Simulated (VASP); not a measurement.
Wanted: the native input for a VASP 6.6.1 run.

| Property | Result |
| --- | --- |
| Task | single point |
| Functional | PBE |
| Potentials or basis | VASP PAW PBE potentials, release 64 (Si) |
| Cutoff | 520 eV |
| k mesh | 10 × 10 × 6 |
| Occupations | gaussian, width 0.03 eV |
| Spin | no spin polarisation |
| Dipole correction | no |
| Further INCAR settings | ALGO = Normal; EDIFF = 1e-07; NBANDS = 26 |

The structure of Si lies in POSCAR:

```
Si
1.0
    6.9563139221     -1.9334397594     -0.0049437215
    6.9563139221      1.9334397594     -0.0049437215
   -0.7559043688      0.0000000000      6.3195533039
Si
8
Direct
    0.0169230152      0.0944013178      0.8741221558
    0.9055986822      0.9830769848      0.1258778442
    0.5163120269      0.6021485445      0.6536328742
    0.3978514555      0.4836879731      0.3463671258
    0.3211979420      0.1045891762      0.0570686657
    0.8954108238      0.6788020580      0.9429313343
    0.7003787968      0.7536727424      0.5855965457
    0.2463272576      0.2996212032      0.4144034543
```

This cell differs from its parent crystal: atoms displaced along a vibrational mode.

One way to write it, as run:

INCAR

```
SYSTEM = Si
PREC = Accurate
ENCUT = 520
EDIFF = 1E-7
ISMEAR = 0
SIGMA = 0.03
LREAL = .FALSE.
LASPH = .TRUE.
NELM = 80
ALGO = Normal
ISIF = 2
LWAVE = .FALSE.
LCHARG = .FALSE.
GGA = PE
NBANDS = 26
```

KPOINTS

```
Automatic mesh
0
G
  10 10 6
  0 0 0
```

Potentials or basis: VASP PAW PBE potentials, release 64 (Si).

Launch:

```sh
$ cat potpaw_PBE.64/Si/POTCAR > POTCAR
$ mpirun -np 1 vasp_std > vasp.out
```

Results of the run:

The pressure is -1.4 GPa. The largest force is 0.794 eV/Å. The band gap on the k mesh is 0.54 eV (least direct gap 1.04 eV).

Caveat: the cell differs from its parent crystal (atoms displaced along a vibrational mode); semilocal functionals underestimate gaps, and a narrow one can read as zero.

It took 13 min on 1 thread of Intel(R) Xeon(R) Platinum 8488C (Sapphire Rapids) (shared host), peak memory 0.69 GiB.
